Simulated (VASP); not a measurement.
# Sc: single point with PBE

The system is Sc.

```
Sc
1.0
     5.20728    0.00000    0.00000
    -2.60364    4.50964    0.00000
     0.00000    0.00000    3.26171
Sc
3
Direct
  0.00000 0.00000 0.00000
  0.33333 0.66667 0.50000
  0.66667 0.33333 0.50000
```

This isn't the form of Sc at room conditions, which is hcp.

```json
{"Program": "VASP 6.6.1", "Task": "single point", "Functional": "PBE", "Potentials or basis": "VASP PAW PBE potentials, release 64 (Sc_sv)", "Cutoff": "520 eV", "k mesh": "8 × 8 × 11", "Occupations": "fermi-dirac, width 0.1 eV", "Spin": "no spin polarisation", "Dipole correction": "no", "Further INCAR settings": "ALGO = Normal; EDIFF = 1e-07; NBANDS = 24"}
```

| Quantity | Value |
| --- | --- |
| Pressure | -1.9 GPa |
| Band gap on the k mesh | zero (an odd number of electrons rules out a gap without spin polarisation) |

Stress tensor (GPa, compression positive):
```
-1.87  0.00  0.00
 0.00 -1.87  0.00
 0.00  0.00 -1.98
```

Levels at points of the mesh, in eV from the Fermi level:
```tsv
k point	band 14	band 15	band 16	band 17	band 18	band 19
(0.00, 0.00, 0.00)	-0.71	-0.06	-0.06	-0.05	-0.05	0.64
(0.50, 0.00, 0.00)	-3.01	-1.53	0.46	0.59	0.62	0.63
```

It took 2.3 min on 1 thread of Intel Xeon 8259CL (shared host), peak memory 0.23 GiB.
